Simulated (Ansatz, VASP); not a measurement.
Two plane-wave programs on Hg

```xyz
1
Lattice="0.0000 2.2202 2.2202 2.2202 0.0000 2.2202 2.2202 2.2202 0.0000" Properties=species:S:1:pos:R:3 pbc="T T T"
Hg    0.0000    0.0000    0.0000
```

Alike in both runs: task single point; functional PBE; dispersion D3(BJ); k mesh 16 × 16 × 16; occupations gaussian, width 0.1 eV; no spin polarisation.

|  | VASP | Ansatz |
| --- | --- | --- |
| version | VASP 6.6.1 | Ansatz 0.2.0 |
| potentials or method | VASP PAW PBE potentials, release 64 (Hg), cutoff 520 eV | scalar-relativistic, plane waves, PAW |
| valence electrons in the cell | 12 | 20 |

|  | VASP | Ansatz | Ansatz less VASP |
| --- | --- | --- | --- |
| gap on the k mesh at the Fermi level (eV) | none | none | - |
| pressure (GPa) | 5.5 | 5.0 | -0.54 |

A gap of «none» marks a metal or a gap that the smearing closes. VASP's potentials hold 12 valence electrons a cell and Ansatz's 20, so a difference there can come from the potentials and not from the codes.

Neither program's run includes spin-orbit coupling.
